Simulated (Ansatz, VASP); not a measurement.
**Two plane-wave programs on SiO2**

INCAR

```
PREC     = Accurate       # precision mode
ENCUT    = 520            # plane-wave cutoff, eV
EDIFF    = 1E-7           # SCF threshold, eV
ISMEAR   = 0              # smearing method
SIGMA    = 0.05           # smearing width, eV
LREAL    = False          # projectors in reciprocal space
LASPH    = True           # aspherical terms in the spheres
NELM     = 80             # most SCF steps
ALGO     = Normal         # electronic algorithm
ISIF     = 2              # what is computed and relaxed
LWAVE    = False          # write WAVECAR
LCHARG   = False          # write CHGCAR
GGA      = PE             # functional
NBANDS   = 25             # bands
```

Contents of KPOINTS:

```
regular mesh
0
Gamma
  6 6 8
```

File POSCAR:

```
SiO2
1.0
    4.3630000000      0.0000000000      0.0000000000
    0.0000000000      4.3630000000      0.0000000000
    0.0000000000      0.0000000000      2.7705000000
Si O
2 4
Direct
    0.5000000000      0.5000000000      0.5000000000
    0.0000000000      0.0000000000      0.0000000000
    0.6930127928      0.6930127928      0.0000000000
    0.1930127928      0.8069872072      0.5000000000
    0.3069872072      0.3069872072      0.0000000000
    0.8069872072      0.1930127928      0.5000000000
```

Input for Ansatz:

```yaml
crystal:
  lattice:
    - [4.363, 0.0, 0.0]
    - [0.0, 4.363, 0.0]
    - [0.0, 0.0, 2.7705]
  atoms:
    - { symbol: Si, position: [0.5, 0.5, 0.5] }
    - { symbol: Si, position: [0.0, 0.0, 0.0] }
    - { symbol: O, position: [0.6930127928, 0.6930127928, 0.0] }
    - { symbol: O, position: [0.1930127928, 0.8069872072, 0.5] }
    - { symbol: O, position: [0.3069872072, 0.3069872072, 0.0] }
    - { symbol: O, position: [0.8069872072, 0.1930127928, 0.5] }
basis:
  ecutwfc: 520.0
kpoints:
  mp_grid: { grid: [6, 6, 8] }
hamiltonian:
  xc: pbe
  pseudopotentials: { kind: paw, azcp: { folder: soft_1 } }
scf:
  occupations: { method: gaussian, width: 0.05 }
output:
  forces: true
  stress: true
  eigenvalues: true
```

Alike in both runs: task single point; functional PBE; k mesh 6 × 6 × 8; occupations gaussian, width 0.05 eV; no spin polarisation.

|  | VASP | Ansatz |
| --- | --- | --- |
| version | VASP 6.6.1 | Ansatz 0.2.0 |
| potentials or method | VASP PAW PBE potentials, release 64 (Si, O), cutoff 520 eV | scalar-relativistic, plane waves, PAW |
| valence electrons in the cell | 32 | 32 |

VASP gave:

```
gap on the k mesh at the Fermi level (eV)                     : 3.57
least direct gap on the mesh (eV)                             : 3.57
pressure (GPa)                                                : -21.7
traceless stress, the component that is largest in VASP (GPa) : -3.37
rms of the force components (eV/Å)                            : 0.253
```

**Question.** Which values does Ansatz return?

**Answer.** gap on the k mesh at the Fermi level (eV): 3.59; least direct gap on the mesh (eV): 3.59; pressure (GPa): -22.0; traceless stress, the component that is largest in VASP (GPa): -3.78; rms of the force components (eV/Å): 0.262.

Atom by atom the forces differ by 0.009 eV/Å (rms over components).
